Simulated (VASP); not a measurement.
# As (R-3m) in VASP: notebook

Runs on As. Level: LDA. Tasks: electric field gradients.

Everything below comes from runs of VASP 6.6.1. Logs are shortened: lines on timing, memory, paths and dates and some standing lists are left out, and cuts for length are marked.

## 1. The cell of the first run

It takes space group R-3m (No. 166, trigonal). The conventional cell has a = 3.747 Å, b = 3.747 Å, c = 10.422 Å, α = 90.00°, β = 90.00°, γ = 120.00°. Within 3.3 Å of As (site symmetry 3m) lie 6 As at 2.51 to 3.09 Å.

## 2. Electric field gradients, LDA (volume scaled by 0.99)

Input file INCAR:

```
PREC = Accurate ; ENCUT = 520
EDIFF = 1E-8 ; ISMEAR = -1
SIGMA = 0.05 ; LREAL = F
LASPH = T ; NELM = 80
ALGO = Normal ; ISIF = 2
LWAVE = F ; LCHARG = F
GGA = CA ; LEFG = T
NBANDS = 12
```

Input file KPOINTS:

```
regular mesh
0
Gamma
  13 13 13
```

Input file POSCAR:

```
As
1.0
    1.8734626231      1.0816441497      3.4741118193
   -1.8734626231      1.0816441497      3.4741118193
    0.0000000000     -2.1632882995      3.4741118193
As
2
Direct
    0.2275400000      0.2275400000      0.2275400000
    0.7724600000      0.7724600000      0.7724600000
```

Potentials or basis: VASP PAW LDA potentials, release 64 (As).

On the command line:

```
$ cat potpaw_LDA.64/As/POTCAR > POTCAR
$ mpirun -np 1 vasp_std > vasp.out
```

OUTCAR:

```text
PREC = Accurate
   ENCUT = 520
   EDIFF = 1E-8
   ISMEAR = -1
   LREAL = F
   LASPH = T
   NELM = 80
   ISIF = 2
   GGA = CA

 ion  position               nearest neighbor table
   1  0.228  0.228  0.228-   2 2.51   2 2.51   2 2.51
   2  0.772  0.772  0.772-   1 2.51   1 2.51   1 2.51

  LATTYP: Found a trigonal (rhomboedric) cell.
 ALAT       =     4.0925871035
 COS(alpha) =     0.5808936906

  Lattice vectors:

 A1 = (   1.8734626231,   1.0816441497,   3.4741118193)
 A2 = (  -1.8734626231,   1.0816441497,   3.4741118193)
 A3 = (   0.0000000000,  -2.1632882995,   3.4741118193)

Analysis of symmetry for initial positions (statically):
=====================================================================
 Subroutine PRICEL returns:
 Original cell was already a primitive cell.

 Routine SETGRP: Setting up the symmetry group for a
 trigonal (rhombohedral) supercell.

 Subroutine GETGRP returns: Found 12 space group operations
 (whereof 12 operations were pure point group operations)
 out of a pool of 12 trial point group operations.

The static configuration has the point symmetry D_3d.

Analysis of symmetry for dynamics (positions and initial velocities):
=====================================================================
 Subroutine PRICEL returns:
 Original cell was already a primitive cell.

 Routine SETGRP: Setting up the symmetry group for a
 trigonal (rhombohedral) supercell.

 Subroutine GETGRP returns: Found 12 space group operations
 (whereof 12 operations were pure point group operations)
 out of a pool of 12 trial point group operations.

The dynamic configuration has the point symmetry D_3d.

 Subroutine INISYM returns: Found 12 space group operations
 (whereof 12 operations are pure point group operations),
 and found     1 'primitive' translations

----------------------------------------------------------------------------------------

                                     Primitive cell

  volume of cell :      42.2401

  direct lattice vectors                    reciprocal lattice vectors
     1.873462623  1.081644150  3.474111819     0.266885495  0.154086413  0.095947785
    -1.873462623  1.081644150  3.474111819    -0.266885495  0.154086413  0.095947785
     0.000000000 -2.163288300  3.474111819     0.000000000 -0.308172825  0.095947785

  length of vectors
     4.092587103  4.092587103  4.092587104     0.322763795  0.322763795  0.322763795

  position of ions in fractional coordinates (direct lattice)
     0.227540000  0.227540000  0.227540000
     0.772460000  0.772460000  0.772460000

  ion indices of the primitive-cell ions
   primitive index   ion index
                 1           1
                 2           2

----------------------------------------------------------------------------------------

 KPOINTS: regular mesh

Automatic generation of k-mesh.
 Grid dimensions read from file:
 generate k-points for:   13   13   13

 Generating k-lattice:

  Cartesian coordinates                     Fractional coordinates (reciprocal lattice)
     0.020529653  0.011852801  0.007380599     0.076923077  0.000000000  0.000000000
    -0.020529653  0.011852801  0.007380599     0.000000000  0.076923077  0.000000000
     0.000000000 -0.023705602  0.007380599    -0.000000000 -0.000000000  0.076923077

  Length of vectors
     0.024827984  0.024827984  0.024827984

  Shift w.r.t. Gamma in fractional coordinates (k-lattice)
     0.000000000  0.000000000  0.000000000

 Subroutine IBZKPT returns following result:
 ===========================================

 Found    231 irreducible k-points:

 Following reciprocal coordinates:
            Coordinates               Weight
  0.000000  0.000000  0.000000      1.000000
  0.076923  0.000000  0.000000      6.000000
  0.153846  0.000000  0.000000      6.000000
  0.230769  0.000000  0.000000      6.000000
  0.307692  0.000000  0.000000      6.000000
  0.384615 -0.000000  0.000000      6.000000
[... 16 lines left out ...]
  0.384615  0.153846  0.000000     12.000000
  0.461538  0.153846  0.000000     12.000000
 [... further k-points ...]
   k-points           NKPTS =    231   k-points in BZ     NKDIM =    231   number of bands    NBANDS=     12
   number of dos      NEDOS =    301   number of ions     NIONS =      2
   total plane-waves  NPLWV =  27000
   dimension x,y,z NGX =    30 NGY =   30 NGZ =   30
   dimension x,y,z NGXF=    60 NGYF=   60 NGZF=   60
   ions per type =               2
   NGX,Y,Z   is equivalent  to a cutoff of  12.19, 12.19, 12.19 a.u.
   NGXF,Y,Z  is equivalent  to a cutoff of  24.37, 24.37, 24.37 a.u.
 SYSTEM =  unknown system
   PREC   = accura    normal or accurate (medium, high low for compatibility)
   ISTART =      0    job   : 0-new  1-cont  2-samecut
   ICHARG =      2    charge: 1-file 2-atom 10-const
   ISPIN  =      1    spin polarized calculation?
   LNONCOLLINEAR =      F non collinear calculations
   LSORBIT =      F    spin-orbit coupling
   LASPH  =      T    aspherical Exc in radial PAW
   ENCUT  =  520.0 eV  38.22 Ry    6.18 a.u.   7.61  7.61  7.61*2*pi/ulx,y,z
   NELM   =     80;   NELMIN=  2; NELMDL= -5     # of ELM steps
   EDIFF  = 0.1E-07   stopping-criterion for ELM
   LREAL  =      F    real-space projection
   EDIFFG = 0.1E-06   stopping-criterion for IOM
   NSW    =      0    number of steps for IOM
   IBRION =     -1    ionic relax: 0-MD 1-quasi-New 2-CG
   NFREE  =      0    steps in history (QN), initial steepest desc. (CG)
   ISIF   =      2    stress and relaxation
   ISYM   =      2    0-nonsym 1-usesym 2-fastsym
   POTIM  = 0.5000    time-step for ionic-motion
   TEBEG  =    0.0;   TEEND  =   0.0 temperature during run
   PSTRESS=    0.0 pullay stress
   NELECT =      10.0000    total number of electrons
   NUPDOWN=      -1.0000    fix difference up-down
   EMIN   =  10.00;   EMAX   =-10.00  energy-range for DOS
   EFERMI =   0.00;   METHOD = LEGACY
   ISMEAR =    -1;   SIGMA  =   0.05  broadening in eV -4-tet -1-fermi 0-gaus
   EFERMI_NEDOS =   21; number of points for ismear=-14 and -15
   IALGO  =     38    algorithm
   IMIX   =      4    mixing-type and parameters
     AMIX     =   0.40;   BMIX     =  1.00
     AMIX_MAG =   1.60;   BMIX_MAG =  1.00
  volume/ion in A,a.u.               =      21.12       142.52
  Fermi-wavevector in a.u.,A,eV,Ry     =   1.012745  1.913810 13.954842  1.025652
  Thomas-Fermi vector in A             =   2.145872
   LORBIT       =      0    0 simple, 1 ext, 2 COOP (PROOUT), +10 PAW based schemes
   GGA     = CA    functional components
   LHFCALC =     F    Hartree Fock is set to
   AEXX    =    0.0000 exact exchange contribution
   IVDW    =     0    specifies the selected vdW correction
   LEPSILON=     F    determine dielectric tensor
   LRPA    =     F    only Hartree local field effects (RPA)
 non-spin polarized calculation
  energy-cutoff  :      520.00
  volume of cell :       42.24
 maximum number of plane-waves:      1151
   NGX = 15   NGY = 15   NGZ = 15

 number of electron      10.0000000 magnetization

 number of electron       9.9999999 magnetization

 Free energy of the ion-electron system (eV)
  ---------------------------------------------------
  ext. energy  EPLUGINS =         0.00000000
  ---------------------------------------------------
  free energy    TOTEN  =       -10.76963741 eV

  energy without entropy =      -10.76860153  energy(sigma->0) =      -10.76911947

 E-fermi :   5.7090     XC(G=0): -10.2447

 val. band max:        5.6790736262   @ k =   0.4615   0.0769   0.0769
 cond. band min:       5.7622491745   @ k =   0.3846   0.1538   0.1538
 fundamental gap:      0.0831755483
 Fermi energy:         5.7090300557

 k-point     1 :       0.0000    0.0000    0.0000
  band No.  band energies     occupation
      1      -9.5305      2.00000
      2      -0.1216      2.00000
      3       3.0902      2.00000
      4       3.6334      2.00000
      5       3.6334      2.00000
      6       7.3899      0.00000
      7       8.6059      0.00000
      8       8.6059      0.00000
      9      12.4427      0.00000
     10      12.4427      0.00000
     11      12.8581      0.00000
     12      14.4024      0.00000
[... 331 lines left out ...]
 k-point    24 :       0.4615    0.1538    0.0000
  band No.  band energies     occupation
      1      -7.2101      2.00000
      2      -4.6244      2.00000
      3       1.4209      2.00000
      4       2.1674      2.00000
      5       3.7823      2.00000
      6       7.3117      0.00000
      7       7.4876      0.00000
      8       8.6074      0.00000
      9      12.2817      0.00000
     10      15.3401      0.00000
     11      15.8457      0.00000
     12      17.7026      0.00000

 [... further k-points ...]
[... 5 lines left out ...]
  --------------------------------------------------------------------------------------
  -------------------------------------------------------------------------------------
  Total        0.0375107      0.0375107     -0.3189005      0.0000000      0.0000000      0.0000000
  in kB        1.4227932      1.4227932    -12.0959861      0.0000000      0.0000000      0.0000000
  external PRESSURE =      -3.0834666 kB  Pullay stress =       0.0000000 kB

 VOLUME and BASIS-vectors are now :
 -----------------------------------------------------------------------------
  energy-cutoff  :      520.00
  volume of cell :       42.24
      direct lattice vectors                 reciprocal lattice vectors
     1.873462623  1.081644150  3.474111819     0.266885495  0.154086413  0.095947785
    -1.873462623  1.081644150  3.474111819    -0.266885495  0.154086413  0.095947785
     0.000000000 -2.163288300  3.474111819     0.000000000 -0.308172825  0.095947785

 POSITION                                       TOTAL-FORCE (eV/Angst)
 -----------------------------------------------------------------------------------
      0.00000     -0.00000      2.37150         0.000000     -0.000000      0.206765
      0.00000     -0.00000      8.05084         0.000000      0.000000     -0.206765
 -----------------------------------------------------------------------------------
    total drift:                               -0.000000      0.000000     -0.000000

  FREE ENERGIE OF THE ION-ELECTRON SYSTEM (eV)
  ---------------------------------------------------
  free  energy   TOTEN  =       -10.7696374085 eV

  energy  without entropy=      -10.7686015256  energy(sigma->0) =      -10.76911947

 Electric field gradients (V/A^2)
---------------------------------------------------------------------
 ion       V_xx      V_yy      V_zz      V_xy      V_xz      V_yz
---------------------------------------------------------------------
   1      22.938    22.938   -45.875     0.000     0.000     0.000
   2      22.938    22.938   -45.875     0.000     0.000     0.000
---------------------------------------------------------------------

 Electric field gradients after diagonalization (V/A^2)
 (convention: |V_zz| > |V_xx| > |V_yy|)
----------------------------------------------------------------------
 ion       V_xx      V_yy      V_zz     asymmetry (V_yy - V_xx)/ V_zz
----------------------------------------------------------------------
   1      22.938    22.938   -45.875       0.000
   2      22.938    22.938   -45.875       0.000
----------------------------------------------------------------------

           NMR quadrupolar parameters

 Cq : quadrupolar parameter    Cq=e*Q*V_zz/h
 eta: asymmetry parameters     (V_yy - V_xx)/ V_zz
 Q  : nuclear electric quadrupole moment in mb (millibarn)
----------------------------------------------------------------------
 ion       Cq(MHz)       eta       Q (mb)
----------------------------------------------------------------------
   1      -0.111       0.000       1.000
   2      -0.111       0.000       1.000
----------------------------------------------------------------------
```

Wall time 42 s (1 thread of Intel Xeon 6975P-C (Granite Rapids), shared host); peak memory 0.22 GiB.

What came out:

```
Free energy            : -10.7696 eV
Pressure               : -0.3 GPa
Largest force          : 0.207 eV/Å
Band gap on the k mesh : zero (band 5 reaches 5.84 eV, above the bottom of band 6 at 5.49 eV)
```

Forces in eV/Å, atoms in the order of the input:
```
As   0.000  0.000  0.207
As   0.000  0.000 -0.207
```

Stress tensor (GPa, compression positive):
```
 0.14  0.00  0.00
 0.00  0.14  0.00
 0.00  0.00 -1.21
```

Electric field gradients, principal values (V/Å²):
```csv
atom,least,middle,greatest (by size)
1 As,22.938,22.938,-45.875
2 As,22.938,22.938,-45.875
```

Caveat: without QUAD_EFG the Cq values of the log hold for a quadrupole moment of 1 mb, not for the nuclei.

## 3. Electric field gradients, LDA (volume scaled by 0.99)

Input file INCAR:

```
SYSTEM = As
PREC = Accurate ; ENCUT = 520
EDIFF = 1E-8 ; ISMEAR = -1
SIGMA = 0.05 ; LREAL = .FALSE.
LASPH = .TRUE. ; NELM = 80
ALGO = Normal ; ISIF = 2
LWAVE = .FALSE. ; LCHARG = .FALSE.
GGA = CA ; LEFG = .TRUE.
NBANDS = 12
```

Input file KPOINTS:

```
regular mesh
0
G
  13 13 13
  0 0 0
```

POSCAR is that of step 2.

Potentials or basis: VASP PAW LDA potentials, release 64 (As).

On the command line:

```
$ cat potpaw_LDA.64/As/POTCAR > POTCAR
$ mpirun -np 1 vasp_std > vasp.out
```

OUTCAR:

```text
SYSTEM = As
   PREC = Accurate
   ENCUT = 520
   EDIFF = 1E-8
   ISMEAR = -1
   LREAL = .FALSE.
   LASPH = .TRUE.
   NELM = 80
   ISIF = 2
   GGA = CA

 ion  position               nearest neighbor table
   1  0.228  0.228  0.228-   2 2.51   2 2.51   2 2.51
   2  0.772  0.772  0.772-   1 2.51   1 2.51   1 2.51

  LATTYP: Found a trigonal (rhomboedric) cell.
 ALAT       =     4.0925871035
 COS(alpha) =     0.5808936906

  Lattice vectors:

 A1 = (   1.8734626231,   1.0816441497,   3.4741118193)
 A2 = (  -1.8734626231,   1.0816441497,   3.4741118193)
 A3 = (   0.0000000000,  -2.1632882995,   3.4741118193)

Analysis of symmetry for initial positions (statically):
=====================================================================
 Subroutine PRICEL returns:
 Original cell was already a primitive cell.

 Routine SETGRP: Setting up the symmetry group for a
 trigonal (rhombohedral) supercell.
[... 549 lines left out ...]
  energy-cutoff  :      520.00
  volume of cell :       42.24
      direct lattice vectors                 reciprocal lattice vectors
     1.873462623  1.081644150  3.474111819     0.266885495  0.154086413  0.095947785
    -1.873462623  1.081644150  3.474111819    -0.266885495  0.154086413  0.095947785
     0.000000000 -2.163288300  3.474111819     0.000000000 -0.308172825  0.095947785

 POSITION                                       TOTAL-FORCE (eV/Angst)
 -----------------------------------------------------------------------------------
      0.00000     -0.00000      2.37150         0.000000     -0.000000      0.206765
      0.00000     -0.00000      8.05084         0.000000      0.000000     -0.206765
 -----------------------------------------------------------------------------------
    total drift:                               -0.000000      0.000000     -0.000000

  FREE ENERGIE OF THE ION-ELECTRON SYSTEM (eV)
  ---------------------------------------------------
  free  energy   TOTEN  =       -10.7696374085 eV

  energy  without entropy=      -10.7686015256  energy(sigma->0) =      -10.76911947

 Electric field gradients (V/A^2)
---------------------------------------------------------------------
 ion       V_xx      V_yy      V_zz      V_xy      V_xz      V_yz
---------------------------------------------------------------------
   1      22.938    22.938   -45.875     0.000     0.000     0.000
   2      22.938    22.938   -45.875     0.000     0.000     0.000
---------------------------------------------------------------------

 Electric field gradients after diagonalization (V/A^2)
 (convention: |V_zz| > |V_xx| > |V_yy|)
----------------------------------------------------------------------
 ion       V_xx      V_yy      V_zz     asymmetry (V_yy - V_xx)/ V_zz
----------------------------------------------------------------------
   1      22.938    22.938   -45.875       0.000
   2      22.938    22.938   -45.875       0.000
----------------------------------------------------------------------

           NMR quadrupolar parameters

 Cq : quadrupolar parameter    Cq=e*Q*V_zz/h
 eta: asymmetry parameters     (V_yy - V_xx)/ V_zz
 Q  : nuclear electric quadrupole moment in mb (millibarn)
----------------------------------------------------------------------
 ion       Cq(MHz)       eta       Q (mb)
----------------------------------------------------------------------
   1      -0.111       0.000       1.000
   2      -0.111       0.000       1.000
----------------------------------------------------------------------
```

OSZICAR:

```text
N       E                     dE             d eps       ncg     rms          rms(c)
DAV:   1     0.277064923975E+02    0.27706E+02   -0.42218E+03  5544   0.697E+02
DAV:   2    -0.918490920046E+01   -0.36891E+02   -0.35201E+02  7356   0.112E+02
DAV:   3    -0.108108220801E+02   -0.16259E+01   -0.16170E+01  7032   0.240E+01
DAV:   4    -0.108189845167E+02   -0.81624E-02   -0.81616E-02  6272   0.195E+00
DAV:   5    -0.108190060699E+02   -0.21553E-04   -0.21553E-04  6972   0.107E-01    0.365E+00
DAV:   6    -0.107862506630E+02    0.32755E-01   -0.93633E-03  6260   0.499E-01    0.215E+00
DAV:   7    -0.107696681882E+02    0.16582E-01   -0.17861E-02  6236   0.707E-01    0.726E-02
DAV:   8    -0.107696331702E+02    0.35018E-04   -0.50923E-04  6512   0.141E-01    0.229E-02
DAV:   9    -0.107696375416E+02   -0.43714E-05   -0.29848E-05  6724   0.305E-02    0.102E-02
DAV:  10    -0.107696372960E+02    0.24554E-06   -0.15768E-06  6516   0.682E-03    0.305E-03
DAV:  11    -0.107696374142E+02   -0.11819E-06   -0.16842E-07  6632   0.254E-03    0.606E-04
DAV:  12    -0.107696374085E+02    0.56630E-08   -0.23068E-08  6352   0.717E-04
   1 F= -.10769637E+02 E0= -.10769119E+02  d E =-.103588E-02
```

stdout:

```text
POSCAR found type information on POSCAR As
 POSCAR found :  1 types and       2 ions
 scaLAPACK will be used
 LDA part: xc-table for (Slater(with rela. corr.)+CA(PZ))
 , standard interpolation
 POSCAR, INCAR and KPOINTS ok, starting setup
 FFT: planning ... GRIDC
 FFT: planning ... GRID_SOFT
 FFT: planning ... GRID
 WAVECAR not read
 entering main loop
ion   1

ion   2
```

Wall time 42 s (1 thread of Intel Xeon 6975P-C (Granite Rapids), shared host); peak memory 0.21 GiB.

Results:

| Property | Result |
| --- | --- |
| Free energy | -10.7696 eV |
| Pressure | -0.3 GPa |
| Largest force | 0.207 eV/Å |
| Band gap on the k mesh | zero (band 5 reaches 5.84 eV, above the bottom of band 6 at 5.49 eV) |

Forces in eV/Å, atoms in the order of the input:
```
As   0.000  0.000  0.207
As   0.000  0.000 -0.207
```

Electric field gradients, principal values (V/Å²):
| atom | least | middle | greatest (by size) |
| --- | --- | --- | --- |
| 1 As | 22.938 | 22.938 | -45.875 |
| 2 As | 22.938 | 22.938 | -45.875 |

Caveat: without QUAD_EFG the Cq values of the log hold for a quadrupole moment of 1 mb, not for the nuclei.

[end of part 1 of 3]
